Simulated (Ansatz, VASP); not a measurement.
**ZnInGaO4: VASP beside Ansatz**

File INCAR:

```
SYSTEM = ZnInGaO4
  ALGO = Normal
  EDIFF = 1E-7
  ENCUT = 520
  GGA = PS
  ISIF = 2
  ISMEAR = 0
  LASPH = .TRUE.
  LCHARG = .FALSE.
  LREAL = .FALSE.
  LWAVE = .FALSE.
  NBANDS = 40
  NELM = 80
  PREC = Accurate
  SIGMA = 0.05
```

File KPOINTS:

```
k-points
0
G
  12 12 12
  0 0 0
```

File POSCAR:

```
ZnInGaO4
1.0
    1.6803268679      0.9701371695      8.7134054620
   -1.6803268679      0.9701371695      8.7134054620
    0.0000000000     -1.9402743390      8.7134054620
Zn In Ga O
1 1 1 4
Direct
    0.2183820000      0.2183820000      0.2183820000
    0.0085062846      0.0085062846      0.0085062846
    0.7870340000      0.7870340000      0.7870340000
    0.2951430000      0.2951430000      0.2951430000
    0.7113580000      0.7113580000      0.7113580000
    0.1217170000      0.1217170000      0.1217170000
    0.8635990000      0.8635990000      0.8635990000
```

Input for Ansatz:

```yaml
crystal:
  lattice:
    - [1.6803268679, 0.9701371695, 8.713405462]
    - [-1.6803268679, 0.9701371695, 8.713405462]
    - [0.0, -1.940274339, 8.713405462]
  atoms:
    - { symbol: Zn, position: [0.218382, 0.218382, 0.218382] }
    - { symbol: In, position: [0.0085062846, 0.0085062846, 0.0085062846] }
    - { symbol: Ga, position: [0.787034, 0.787034, 0.787034] }
    - { symbol: O, position: [0.295143, 0.295143, 0.295143] }
    - { symbol: O, position: [0.711358, 0.711358, 0.711358] }
    - { symbol: O, position: [0.121717, 0.121717, 0.121717] }
    - { symbol: O, position: [0.863599, 0.863599, 0.863599] }
basis:
  ecutwfc: 420
kpoints:
  mp_grid: { grid: [12, 12, 12] }
hamiltonian:
  xc: pbesol
scf:
  occupations: { method: gaussian, width: 0.05 }
output:
  forces: true
  stress: true
  eigenvalues: true
```

Alike in both runs: task single point; functional PBEsol; k mesh 12 × 12 × 12; occupations gaussian, width 0.05 eV; no spin polarisation.

|  | VASP | Ansatz |
| --- | --- | --- |
| version | VASP 6.6.1 | Ansatz 0.2.0 |
| potentials or method | VASP PAW PBE potentials, release 64 (Zn, In_d, Ga_d, O), cutoff 520 eV | scalar-relativistic, plane waves, PAW |
| valence electrons in the cell | 62 | 62 |

```tsv
	VASP	Ansatz	Ansatz less VASP
gap on the k mesh at the Fermi level (eV)	0.81	0.83	+0.017
least direct gap on the mesh (eV)	0.81	0.83	+0.017
pressure (GPa)	-5.5	-6.0	-0.53
traceless stress, the component that is largest in VASP (GPa)	-1.73	-1.75	-0.020
rms of the force components (eV/Å)	0.625	0.615	-0.0100
```

VASP's potentials were made for PBE, not for PBEsol. Atom by atom the forces differ by 0.011 eV/Å (rms over components). The functional is the same, so the differences come from potentials, cutoffs and numerics.
